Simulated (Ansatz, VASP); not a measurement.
**Cu in VASP and in Ansatz**

File INCAR:

```
SYSTEM = Cu
  ALGO = Fast
  EDIFF = 1E-6
  ENCUT = 520
  GGA = PS
  ISIF = 2
  ISMEAR = 0
  LASPH = .TRUE.
  LCHARG = .FALSE.
  LREAL = .FALSE.
  LWAVE = .FALSE.
  NBANDS = 18
  NELM = 60
  PREC = Accurate
  SIGMA = 0.15
```

The input KPOINTS:

```
k-points
0
G
  24 24 12
  0 0 0
```

File POSCAR:

```
Cu
1.0
    2.6885790563      0.0000000000      0.0000000000
   -1.3442895282      2.3283777629      0.0000000000
    0.0000000000      0.0000000000      4.0514197800
Cu
2
Direct
    0.3333333333      0.6666666667      0.2500000000
    0.6666666667      0.3333333333      0.7500000000
```

Input for Ansatz:

```yaml
crystal:
  lattice:
    - [2.6885790563, 0.0, 0.0]
    - [-1.3442895282, 2.3283777629, 0.0]
    - [0.0, 0.0, 4.05141978]
  atoms:
    - { symbol: Cu, position: [0.3333333333, 0.6666666667, 0.25] }
    - { symbol: Cu, position: [0.6666666667, 0.3333333333, 0.75] }
basis:
  ecutwfc: 520.0
kpoints:
  mp_grid: { grid: [24, 24, 12] }
hamiltonian:
  xc: pbesol
  pseudopotentials: { kind: paw }
scf:
  occupations: { method: gaussian, width: 0.15 }
output:
  forces: true
  stress: true
  eigenvalues: true
```

Alike in both runs: task single point; functional PBEsol; k mesh 24 × 24 × 12; occupations gaussian, width 0.15 eV; no spin polarisation.

|  | VASP | Ansatz |
| --- | --- | --- |
| version | VASP 6.6.1 | Ansatz 0.2.0 |
| potentials or method | VASP PAW PBE potentials, release 64 (Cu), cutoff 520 eV | scalar-relativistic, plane waves, PAW |
| valence electrons in the cell | 22 | 38 |

VASP gave:

```
gap on the k mesh at the Fermi level (eV)                     : none
pressure (GPa)                                                : -12.7
traceless stress, the component that is largest in VASP (GPa) : 6.25
```

Task: Estimate Ansatz's values.

Result: gap on the k mesh at the Fermi level (eV): none; pressure (GPa): -13.3; traceless stress, the component that is largest in VASP (GPa): 6.32.

VASP's potentials were made for PBE, not for PBEsol. A gap of «none» marks a metal or a gap that the smearing closes. With one functional, cell and mesh, what is left measures potentials, basis and numerics. VASP's potentials hold 22 valence electrons a cell and Ansatz's 38, so a difference there can come from the potentials and not from the codes.
